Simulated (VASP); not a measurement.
The system is Ca3O.

```xyz
4
Lattice="-2.1801 2.1801 4.8698 2.1801 -2.1801 4.8698 2.1801 2.1801 -4.8698" Properties=species:S:1:pos:R:3 pbc="T T T"
Ca    0.0000    0.0000    4.8698
Ca    2.1801    0.0000    2.4349
Ca    0.0000    2.1801    2.4349
O     0.0000    0.0000    0.0000
```

```yaml
Program: VASP 6.6.1
Task: relaxation of cell and atoms
Functional: PBE
Potentials_or_basis: VASP PAW PBE potentials, release 64 (Ca_sv, O)
Cutoff: 600 eV
k_mesh: 6 × 6 × 6
Occupations: gaussian, width 0.1 eV
Spin: no spin polarisation
```

At the start: pressure 5.9 GPa; volume 23.15 Å³/atom.

Problem. How do energy, volume and symmetry change on relaxing?

Solution. Over 6 steps the energy falls by 162.2 meV/atom and the volume is 27.50 Å³/atom (+18.8 %); space group I4/mmm (No. 139, to 0.1 Å) before and after.

Step by step:
| step | energy change (eV) | largest force (eV/Å) | pressure (GPa) | volume (Å³) |
| --- | --- | --- | --- | --- |
| 1 | 0.0000 | 0.0000 | 5.91 | 92.58 |
| 2 | -0.4644 | 0.0000 | 1.60 | 104.35 |
| 3 | -0.5731 | 0.0000 | -0.88 | 114.26 |
| 4 | -0.5733 | 0.0000 | -1.03 | 114.94 |
| 5 | -0.6245 | 0.0000 | -0.68 | 112.67 |
| 6 | -0.6490 | 0.0000 | -0.18 | 109.98 |

Final structure:
```
Ca O
1.0
    -2.16825    2.16825    5.84857
     2.16825   -2.16825    5.84857
     2.16825    2.16825   -5.84857
Ca O
3 1
Cartesian
  0.0000 0.0000 5.8486
  2.1682 0.0000 2.9243
  0.0000 2.1682 2.9243
  0.0000 0.0000 0.0000
```

Caveat: the volume moved by over 15 % at a fixed basis, so the end points are rough.
